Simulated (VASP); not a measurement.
## LiF: single point with PBE

LiF:

```
Li F
1.0
     3.06194    0.00000    0.00000
    -1.53097    2.65172    0.00000
     0.00000    0.00000    5.10885
Li F
2 2
Direct
  0.33333 0.66667 0.35047
  0.66667 0.33333 0.85047
  0.33333 0.66667 0.99393
  0.66667 0.33333 0.49393
```

This cell differs from its parent crystal: c/a of the conventional cell at fixed volume 1.6685.

```
Program                : VASP 6.6.1
Task                   : single point
Functional             : PBE
Potentials or basis    : VASP PAW PBE potentials, release 64 (Li_sv, F)
Cutoff                 : 520 eV
k mesh                 : 9 × 9 × 6
Occupations            : gaussian, width 0.05 eV
Spin                   : no spin polarisation
Dipole correction      : no
Further INCAR settings : ALGO = Normal; EDIFF = 1e-06; NBANDS = 18
```

- Largest force: 0.332 eV/Å
- Band gap on the k mesh: 7.59 eV, direct

Forces on the atoms (eV/Å):
```
Li   0.000  0.000  0.332
Li   0.000  0.000  0.332
F    0.000  0.000 -0.332
F    0.000  0.000 -0.332
```

Levels at points of the mesh, in eV from the valence-band top:
| k point | band 6 | band 7 | band 8 | band 9 | band 10 | band 11 | band 12 | band 13 | band 14 | band 15 |
| --- | --- | --- | --- | --- | --- | --- | --- | --- | --- | --- |
| (0.00, 0.00, 0.00) | -0.24 | -0.24 | -0.22 | 0.00 | 0.00 | 7.59 | 11.52 | 14.39 | 18.83 | 18.83 |
| (0.00, 0.00, 0.50) | -1.13 | -0.12 | -0.12 | -0.12 | -0.12 | 9.10 | 9.10 | 16.91 | 16.91 | 19.09 |

Run time: 20 s on 1 thread of Intel(R) Xeon(R) Platinum 8488C (Sapphire Rapids), with other jobs on the host, peak memory 0.16 GiB.

 A k mesh can miss the band edges.
